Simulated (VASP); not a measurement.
# ZnO: single point with r2SCAN

ZnO:

```xyz
2
Lattice="0.0000 2.1116 2.1338 2.1116 0.0000 2.1338 2.1116 2.1116 0.0000" Properties=species:S:1:pos:R:3 pbc="T T T"
Zn    0.0000    0.0000    0.0000
O     2.1116    2.1116    2.1338
```

This cell differs from its parent crystal: biaxial xy strain -1.0%.

```
Program                : VASP 6.6.1
Task                   : single point
Functional             : r2SCAN
Potentials or basis    : VASP PAW PBE potentials, release 64 (Zn, O)
Cutoff                 : 520 eV
k mesh                 : 10 × 10 × 10
Occupations            : gaussian, width 0.01 eV
Spin                   : no spin polarisation
Dipole correction      : no
Further INCAR settings : ALGO = Normal; EDIFF = 1e-06; NBANDS = 16
```

```
Pressure               : 5.7 GPa
Band gap on the k mesh : 1.62 eV, indirect (least direct gap 3.14 eV)
```

Stress tensor (GPa, compression positive):
```
6.19 0.00 0.00
0.00 6.19 0.00
0.00 0.00 4.84
```

Levels at points of the mesh, in eV from the valence-band top:
| k point | band 6 | band 7 | band 8 | band 9 | band 10 | band 11 | band 12 | band 13 |
| --- | --- | --- | --- | --- | --- | --- | --- | --- |
| (0.00, 0.00, 0.00) | -4.78 | -1.58 | -1.58 | -1.52 | 1.62 | 18.89 | 18.94 | 18.94 |
| (0.50, 0.00, 0.00) | -4.54 | -3.69 | -0.07 | 0.00 | 6.19 | 10.22 | 13.75 | 13.98 |
| (0.50, 0.50, 0.00) | -4.43 | -4.13 | -3.03 | -3.03 | 5.10 | 11.71 | 12.06 | 16.94 |
| (0.50, 0.00, 0.50) | -4.42 | -4.10 | -3.12 | -3.02 | 5.09 | 11.86 | 11.92 | 16.69 |

Run time: 2.3 min on 1 thread of Intel Xeon 8259CL, on a shared host, peak memory 0.17 GiB.

Caveat: the cell differs from its parent crystal (biaxial xy strain -1.0%); the PAW data sets were made with another functional, which shifts forces and pressure a little. A k mesh can miss the band edges.
